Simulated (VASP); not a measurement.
F2: single point with HSE06

The system is F2, in a box.

```xyz
2
Lattice="12.0000 0.0000 0.0000 0.0000 12.2000 0.0000 0.0000 0.0000 12.4000" Properties=species:S:1:pos:R:3 pbc="T T T"
F     6.0000    6.1000    5.5116
F     6.0000    6.1000    6.8884
```

```
Program             : VASP 6.6.1
Task                : single point
Functional          : HSE06
Potentials or basis : VASP PAW PBE potentials, release 64 (F_h)
Cutoff              : 1010 eV
k mesh              : 1 × 1 × 1
Occupations         : gaussian, width 0.01 eV
Spin                : no spin polarisation
```

```
Largest force                   : 0.011 eV/Å
Gap between the frontier levels : 7.48 eV
```

Forces on the atoms (eV/Å):
```
F    0.000  0.000 -0.011
F    0.000  0.000  0.011
```

Levels at points of the mesh, in eV from the valence-band top:
```csv
k point,band 3,band 4,band 5,band 6,band 7,band 8,band 9,band 10,band 11,band 12
"(0.00, 0.00, 0.00)",-5.50,-3.90,-3.90,0.00,0.00,7.48,10.99,11.82,12.01,12.04
```

Wall time 27 min on 1 thread of Intel(R) Xeon(R) Platinum 8259CL CPU @ 2.50GHz (Skylake/Cascade Lake), with other jobs on the host, peak memory 3.1 GiB.

Caveat: the PAW data sets were made with another functional, which shifts forces and pressure a little.
